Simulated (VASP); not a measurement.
# Au: single point with LDA

The system is Au.

```
Au
1.0
    -1.54778    1.54778    1.54778
     1.54778   -1.54778    1.54778
     1.54778    1.54778   -1.54778
Au
1
Cartesian
  0.0000 0.0000 0.0000
```

This isn't the form of Au at room conditions, which is fcc.

```
Program                : VASP 6.6.1
Task                   : single point
Functional             : LDA
Potentials or basis    : VASP PAW LDA potentials, release 64 (Au)
Cutoff                 : 500 eV
k mesh                 : 20 × 20 × 20
Occupations            : fermi-dirac, width 0.05 eV
Spin                   : no spin polarisation
Dipole correction      : no
Further INCAR settings : ALGO = Normal; EDIFF = 1e-06; NBANDS = 12
```

* Pressure: 30.8 GPa
* Band gap on the k mesh: zero (an odd number of electrons rules out a gap without spin polarisation)

Levels at points of the mesh, in eV from the Fermi level:
```tsv
k point	band 4	band 5	band 6	band 7	band 8	band 9
(0.00, 0.00, 0.00)	-5.75	-3.30	-3.30	16.38	16.38	16.38
(0.50, 0.00, 0.00)	-3.00	-1.30	-1.28	4.49	12.31	14.85
(0.50, 0.50, 0.50)	-1.79	-1.79	6.39	6.39	6.39	11.52
```

It took 14 s on 1 thread of Intel(R) Xeon(R) 6975P-C (Granite Rapids), on a shared host, peak memory 0.15 GiB.

Caveat: the cell stands under pressure; spin-orbit coupling is left out, which moves the levels of the heavy elements.
